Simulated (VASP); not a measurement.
Here is a VASP 6.6.1 calculation.

INCAR

```
SYSTEM = Na2Al2O
ALGO = Normal
EDIFF = 1E-6
ENCUT = 520
GGA = PE
ISIF = 2
ISMEAR = 0
ISPIN = 2
LASPH = .True.
LCHARG = .False.
LORBIT = 11
LREAL = .False.
LWAVE = .False.
MAGMOM = 0 0 0 0 1
NBANDS = 25
NELM = 150
PREC = Accurate
SIGMA = 0.1
```

KPOINTS

```
k-points
0
Gamma
  4 4 4
  0 0 0
```

POSCAR

```
Na2Al2O
1.0
    4.1961105500      0.0000000000      0.0000000000
    0.0000000000      4.1961105500      0.0000000000
    0.0000000000      0.0000000000      5.6447105100
Na Al O
2 2 1
Direct
    0.0000000000      0.0000000000      0.7502017000
    0.0000000000      0.0000000000      0.2497983000
    0.0000000000      0.5000000000      0.0000000000
    0.5000000000      0.0000000000      0.0000000000
    0.5000000000      0.5000000000      0.5000000000
```

Potentials or basis: VASP PAW PBE potentials, release 64 (Na_pv, Al, O).

Command:

```sh
$ cat potpaw_PBE.64/Na_pv/POTCAR potpaw_PBE.64/Al/POTCAR potpaw_PBE.64/O/POTCAR > POTCAR
$ mpirun -np 1 vasp_std > vasp.out
```

Problem. Estimate the net moment.

Solution. 0.00 μB per cell.

Problem. What does it give for the pressure?

Solution. 7.8 GPa.

Problem. Predict the largest force.

Solution. 4.001 eV/Å.

Problem. What does it give for the band gap on the k mesh?

Solution. Zero (filled and empty bands overlap).

Forces on the atoms (eV/Å):
```
Na   0.000  0.000 -4.001
Na   0.000  0.000  4.001
Al   0.000  0.000  0.000
Al   0.000  0.000  0.000
O    0.000  0.000  0.000
```

Caveat: the k points lie up to 0.37 Å⁻¹ apart, too coarse for converged energies and pressures of a metal; forces of over 1 eV/Å act on the atoms, so gaps and moduli don't describe the material at rest.
